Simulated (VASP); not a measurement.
# Mo6CO in VASP: further runs

Mo6CO is run at these levels: PBE; tasks: single point.

Everything below comes from runs of VASP 6.6.1. Logs are shortened: lines on timing, memory, paths and dates and some standing lists are left out, and cuts for length are marked.

## (1) The cell of the first run

The cell holds a slab with vacuum, 8 atoms: a = 4.470 Å, b = 4.470 Å, c = 22.260 Å, α = 90.00°, β = 90.00°, γ = 120.00°.

## (2) Single point, PBE

File INCAR:

```
SYSTEM = Mo6CO
  ALGO = Normal
  DIPOL = 0.5 0.5 0.325
  EDIFF = 1E-6
  ENCUT = 520
  GGA = PE
  IDIPOL = 3
  ISIF = 2
  ISMEAR = 0
  LASPH = .TRUE.
  LCHARG = .FALSE.
  LDIPOL = .TRUE.
  LREAL = .FALSE.
  LWAVE = .FALSE.
  NBANDS = 57
  NELM = 80
  PREC = Accurate
  SIGMA = 0.1
```

File KPOINTS:

```
k-points
0
G
  6 6 1
  0 0 0
```

File POSCAR:

```
Mo6CO
1.0
    4.4695765303      0.0000000000      0.0000000000
   -2.2347882651      3.8707668194      0.0000000000
    0.0000000000      0.0000000000     22.2595667262
Mo C O
6 1 1
Direct
    0.6666666667      0.3333333333      0.1796980170
    0.3333333333      0.6666666667      0.2206848206
    0.0000000000      0.0000000000      0.2616716241
    0.6666666667      0.3333333333      0.2990464568
    0.3333333333      0.6666666667      0.3355219825
    0.0000000000      0.0000000000      0.3710569405
    0.1666666667      0.3333333333      0.4537180283
    0.2964328752      0.5928657504      0.4797742408
```

Potentials or basis: VASP PAW PBE potentials, release 64 (Mo_sv, C, O).

On the command line:

```
cat potpaw_PBE.64/Mo_sv/POTCAR potpaw_PBE.64/C/POTCAR potpaw_PBE.64/O/POTCAR > POTCAR
mpirun -np 1 vasp_std > vasp.out
```

OUTCAR:

```text
SYSTEM = Mo6CO
   EDIFF = 1E-6
   ENCUT = 520
   GGA = PE
   ISIF = 2
   ISMEAR = 0
   LASPH = .TRUE.
   LREAL = .FALSE.
   NELM = 80
   PREC = Accurate

 ion  position               nearest neighbor table
   1  0.667  0.333  0.180-   4 2.66   2 2.74   2 2.74   2 2.74   3 3.16   3 3.16   3 3.16
   2  0.333  0.667  0.221-   5 2.56   3 2.74   3 2.74   3 2.74   1 2.74   1 2.74   1 2.74   4 3.11
                             4 3.11   4 3.11
   3  0.000  0.000  0.262-   6 2.43   4 2.71   4 2.71   4 2.71   2 2.74   2 2.74   2 2.74   5 3.06
                             5 3.06   5 3.06   1 3.16   1 3.16   1 3.16
   4  0.667  0.333  0.299-   1 2.66   5 2.71   5 2.71   5 2.71   3 2.71   3 2.71   3 2.71   6 3.04
                             6 3.04   6 3.04   2 3.11   2 3.11   2 3.11
   5  0.333  0.667  0.336-   2 2.56   6 2.70   6 2.70   6 2.70   4 2.71   4 2.71   4 2.71   3 3.06
                             3 3.06   3 3.06
   6  0.000  0.000  0.371-   7 2.25   3 2.43   5 2.70   5 2.70   5 2.70   4 3.04   4 3.04   4 3.04

   7  0.167  0.333  0.454-   8 1.16   6 2.25
   8  0.296  0.593  0.480-   7 1.16

  LATTYP: Found a hexagonal cell.
 ALAT       =     4.4695765303
 C/A-ratio  =     4.9802406504

  Lattice vectors:

 A1 = (   4.4695765303,   0.0000000000,   0.0000000000)
 A2 = (  -2.2347882651,   3.8707668194,   0.0000000000)
 A3 = (   0.0000000000,   0.0000000000,  22.2595667262)

Analysis of symmetry for initial positions (statically):
=====================================================================
 Subroutine PRICEL returns:
 Original cell was already a primitive cell.

 Routine SETGRP: Setting up the symmetry group for a
 hexagonal supercell.

 Subroutine GETGRP returns: Found  2 space group operations
 (whereof  2 operations were pure point group operations)
 out of a pool of 24 trial point group operations.

The static configuration has the point symmetry C_1h.

Analysis of symmetry for dynamics (positions and initial velocities):
=====================================================================
 Subroutine PRICEL returns:
 Original cell was already a primitive cell.

 Routine SETGRP: Setting up the symmetry group for a
 hexagonal supercell.

 Subroutine GETGRP returns: Found  2 space group operations
 (whereof  2 operations were pure point group operations)
 out of a pool of 24 trial point group operations.

The dynamic configuration has the point symmetry C_1h.

 Subroutine INISYM returns: Found  2 space group operations
 (whereof  2 operations are pure point group operations),
 and found     1 'primitive' translations

----------------------------------------------------------------------------------------

                                     Primitive cell

  volume of cell :     385.1058

  direct lattice vectors                    reciprocal lattice vectors
     4.469576530  0.000000000  0.000000000     0.223734842  0.129173371  0.000000000
    -2.234788265  3.870766819  0.000000000     0.000000000  0.258346743  0.000000000
     0.000000000  0.000000000 22.259566726     0.000000000  0.000000000  0.044924504

  length of vectors
     4.469576530  4.469576530 22.259566726     0.258346743  0.258346743  0.044924504

  position of ions in fractional coordinates (direct lattice)
     0.666666667  0.333333333  0.179698017
     0.333333333  0.666666667  0.220684821
     0.000000000  0.000000000  0.261671624
     0.666666667  0.333333333  0.299046457
     0.333333333  0.666666667  0.335521982
     0.000000000  0.000000000  0.371056940
     0.166666667  0.333333333  0.453718028
     0.296432875  0.592865750  0.479774241

  ion indices of the primitive-cell ions
   primitive index   ion index
                 1           1
                 2           2
                 3           3
                 4           4
                 5           5
                 6           6
                 7           7
                 8           8

----------------------------------------------------------------------------------------

 KPOINTS: k-points

Automatic generation of k-mesh.
 Grid dimensions read from file:
 generate k-points for:    6    6    1

 Generating k-lattice:

  Cartesian coordinates                     Fractional coordinates (reciprocal lattice)
     0.037289140  0.021528895  0.000000000     0.166666667  0.000000000  0.000000000
     0.000000000  0.043057790  0.000000000     0.000000000  0.166666667  0.000000000
     0.000000000  0.000000000  0.044924504     0.000000000  0.000000000  1.000000000

  Length of vectors
     0.043057790  0.043057790  0.044924504

  Shift w.r.t. Gamma in fractional coordinates (k-lattice)
     0.000000000  0.000000000  0.000000000

 Subroutine IBZKPT returns following result:
 ===========================================

 Found     13 irreducible k-points:

 Following reciprocal coordinates:
            Coordinates               Weight
  0.000000  0.000000  0.000000      1.000000
  0.166667  0.000000  0.000000      4.000000
  0.000000  0.166667  0.000000      2.000000
  0.333333  0.000000  0.000000      4.000000
  0.000000  0.333333  0.000000      2.000000
  0.500000  0.000000  0.000000      2.000000
  0.000000  0.500000  0.000000      1.000000
  0.166667  0.166667  0.000000      4.000000
 -0.333333  0.166667  0.000000      2.000000
  0.333333  0.166667  0.000000      4.000000
 -0.166667  0.500000  0.000000      4.000000
  0.500000  0.333333  0.000000      4.000000
  0.333333  0.333333  0.000000      2.000000
   k-points           NKPTS =     13   k-points in BZ     NKDIM =     13   number of bands    NBANDS=     57
   number of dos      NEDOS =    301   number of ions     NIONS =      8
   total plane-waves  NPLWV = 217728
   dimension x,y,z NGX =    36 NGY =   36 NGZ =  168
   dimension x,y,z NGXF=    72 NGYF=   72 NGZF=  336
   ions per type =               6   1   1
   NGX,Y,Z   is equivalent  to a cutoff of  13.39, 13.39, 12.55 a.u.
   NGXF,Y,Z  is equivalent  to a cutoff of  26.78, 26.78, 25.09 a.u.
 SYSTEM =  Mo6CO
   PREC   = accura    normal or accurate (medium, high low for compatibility)
   ISTART =      0    job   : 0-new  1-cont  2-samecut
   ICHARG =      2    charge: 1-file 2-atom 10-const
   ISPIN  =      1    spin polarized calculation?
   LNONCOLLINEAR =      F non collinear calculations
   LSORBIT =      F    spin-orbit coupling
   LASPH  =      T    aspherical Exc in radial PAW
   ENCUT  =  520.0 eV  38.22 Ry    6.18 a.u.   8.31  8.31 41.39*2*pi/ulx,y,z
   NELM   =     80;   NELMIN=  2; NELMDL= -5     # of ELM steps
   EDIFF  = 0.1E-05   stopping-criterion for ELM
   LREAL  =      F    real-space projection
   EDIFFG = 0.1E-04   stopping-criterion for IOM
   NSW    =      0    number of steps for IOM
   IBRION =     -1    ionic relax: 0-MD 1-quasi-New 2-CG
   NFREE  =      0    steps in history (QN), initial steepest desc. (CG)
   ISIF   =      2    stress and relaxation
   ISYM   =      2    0-nonsym 1-usesym 2-fastsym
   POTIM  = 0.5000    time-step for ionic-motion
   TEBEG  =    0.0;   TEEND  =   0.0 temperature during run
   PSTRESS=    0.0 pullay stress
   NELECT =      94.0000    total number of electrons
   NUPDOWN=      -1.0000    fix difference up-down
   EMIN   =  10.00;   EMAX   =-10.00  energy-range for DOS
   EFERMI =   0.00;   METHOD = LEGACY
   ISMEAR =     0;   SIGMA  =   0.10  broadening in eV -4-tet -1-fermi 0-gaus
   EFERMI_NEDOS =   21; number of points for ismear=-14 and -15
   IALGO  =     38    algorithm
   IMIX   =      4    mixing-type and parameters
     AMIX     =   0.40;   BMIX     =  1.00
     AMIX_MAG =   1.60;   BMIX_MAG =  1.00
  volume/ion in A,a.u.               =      48.14       324.85
  Fermi-wavevector in a.u.,A,eV,Ry     =   1.023114  1.933405 14.242069  1.046763
  Thomas-Fermi vector in A             =   2.156830
   LORBIT       =      0    0 simple, 1 ext, 2 COOP (PROOUT), +10 PAW based schemes
   GGA     = PE    functional components
   LHFCALC =     F    Hartree Fock is set to
   AEXX    =    0.0000 exact exchange contribution
   IVDW    =     0    specifies the selected vdW correction
   LEPSILON=     F    determine dielectric tensor
   LRPA    =     F    only Hartree local field effects (RPA)
 non-spin polarized calculation
 Gauss-broadening in eV      SIGMA  =   0.10
  energy-cutoff  :      520.00
  volume of cell :      385.11
 maximum number of plane-waves:     10413
 NGX is ok and might be reduce to    36
   NGX = 17   NGY = 17   NGZ = 83

 dipolmoment           0.000000      0.000000     -0.738467 electrons x Angstroem

 number of electron      94.0000007 magnetization

 dipolmoment           0.000000      0.000000      0.095013 electrons x Angstroem

 Free energy of the ion-electron system (eV)
  ---------------------------------------------------
  ext. energy  EPLUGINS =         0.00000000
  ---------------------------------------------------
  free energy    TOTEN  =       -74.36437575 eV

  energy without entropy =      -74.32478987  energy(sigma->0) =      -74.34458281

 E-fermi :   0.5007     XC(G=0):  -4.7961

 val. band max:        0.4907761780   @ k =   0.0000   0.5000   0.0000
 cond. band min:       0.5343542756   @ k =   0.3333   0.1667   0.0000
 fundamental gap:      0.0435780976
 Fermi energy:         0.5006740508

 k-point     1 :       0.0000    0.0000    0.0000
  band No.  band energies     occupation
      1     -60.6474      2.00000
      2     -60.4062      2.00000
      3     -60.3729      2.00000
      4     -60.3353      2.00000
      5     -60.1869      2.00000
      6     -60.1248      2.00000
[... 49 lines left out ...]
     56       2.5449      0.00000
     57       2.5793      0.00000

 k-point     2 :       0.1667    0.0000    0.0000
  band No.  band energies     occupation
      1     -60.6261      2.00000
      2     -60.4077      2.00000
      3     -60.3786      2.00000
      4     -60.3346      2.00000
      5     -60.1930      2.00000
      6     -60.1346      2.00000
[... 49 lines left out ...]
     56       2.5082      0.00000
     57       2.7084      0.00000

 k-point     3 :       0.0000    0.1667    0.0000
  band No.  band energies     occupation
      1     -60.6261      2.00000
      2     -60.4077      2.00000
      3     -60.3786      2.00000
      4     -60.3346      2.00000
      5     -60.1930      2.00000
      6     -60.1346      2.00000
[... 534 lines left out ...]
      1     -60.5257      2.00000
      2     -60.4526      2.00000
      3     -60.4061      2.00000
      4     -60.3086      2.00000
      5     -60.2187      2.00000
      6     -60.1662      2.00000
[... 49 lines left out ...]
     56       2.2877      0.00000
     57       2.4111      0.00000

 k-point    13 :       0.3333    0.3333    0.0000
  band No.  band energies     occupation
      1     -60.4894      2.00000
      2     -60.4611      2.00000
      3     -60.4311      2.00000
      4     -60.2992      2.00000
      5     -60.2261      2.00000
      6     -60.1715      2.00000
[... 49 lines left out ...]
     56       2.0597      0.00000
     57       2.1829      0.00000

------------------------ aborting loop because EDIFF is reached ----------------------------------------

 vacuum level on the upper side and lower side of the slab       (xc-potential included)         0.302        -0.665

  FORCE on cell =-STRESS in cart. coord.  units (eV):
  Direction    XX          YY          ZZ          XY          YZ          ZX
  --------------------------------------------------------------------------------------
  -------------------------------------------------------------------------------------
  Total       -4.7394730     -4.0258792     -0.4929020     -0.0000000     -0.2453712     -0.0000000
  in kB      -19.7178946    -16.7490906     -2.0506479     -0.0000000     -1.0208316     -0.0000000
  external PRESSURE =     -12.8392110 kB  Pullay stress =       0.0000000 kB

 VOLUME and BASIS-vectors are now :
 -----------------------------------------------------------------------------
  energy-cutoff  :      520.00
  volume of cell :      385.11
      direct lattice vectors                 reciprocal lattice vectors
     4.469576530  0.000000000  0.000000000     0.223734842  0.129173371  0.000000000
    -2.234788265  3.870766819  0.000000000     0.000000000  0.258346743  0.000000000
     0.000000000  0.000000000 22.259566726     0.000000000  0.000000000  0.044924504

 POSITION                                       TOTAL-FORCE (eV/Angst)
 -----------------------------------------------------------------------------------
      2.23479      1.29026      4.00000        -0.000000     -0.024789      1.529391
     -0.00000      2.58051      4.91235        -0.000000     -0.007907     -0.078254
      0.00000      0.00000      5.82470         0.000000      0.162804     -2.386071
      2.23479      1.29026      6.65664         0.000000      0.144548     -0.664929
     -0.00000      2.58051      7.46857        -0.000000     -0.050749      0.397198
      0.00000      0.00000      8.25957        -0.000000     -0.265081      1.970077
      0.00000      1.29026     10.09957        -0.000000     -0.200409     -1.947536
      0.00000      2.29485     10.67957         0.000000      0.241583      1.180124
 -----------------------------------------------------------------------------------
    total drift:                                0.000001      0.000221      0.000874

  FREE ENERGIE OF THE ION-ELECTRON SYSTEM (eV)
  ---------------------------------------------------
  free  energy   TOTEN  =       -74.3643757538 eV

  energy  without entropy=      -74.3247898673  energy(sigma->0) =      -74.34458281

 vacuum level on the upper side and lower side of the slab         4.801         3.809
```

Run time: 15 min. Hardware: 1 thread of Oxide Virtual Turin-like, shared host; peak memory 0.6 GiB.

What came out:

```yaml
Free_energy: -74.3644 eV
Largest_force: 2.392 eV/Å
Band_gap_on_the_k_mesh: 0.04 eV, indirect (least direct gap 0.05 eV)
```

Forces in eV/Å, atoms in the order of the input:
```
Mo   0.000 -0.025  1.529
Mo   0.000 -0.008 -0.078
Mo   0.000  0.163 -2.386
Mo   0.000  0.145 -0.665
Mo   0.000 -0.051  0.397
Mo   0.000 -0.265  1.970
C    0.000 -0.200 -1.948
O    0.000  0.242  1.180
```

[end of part 1 of 2]
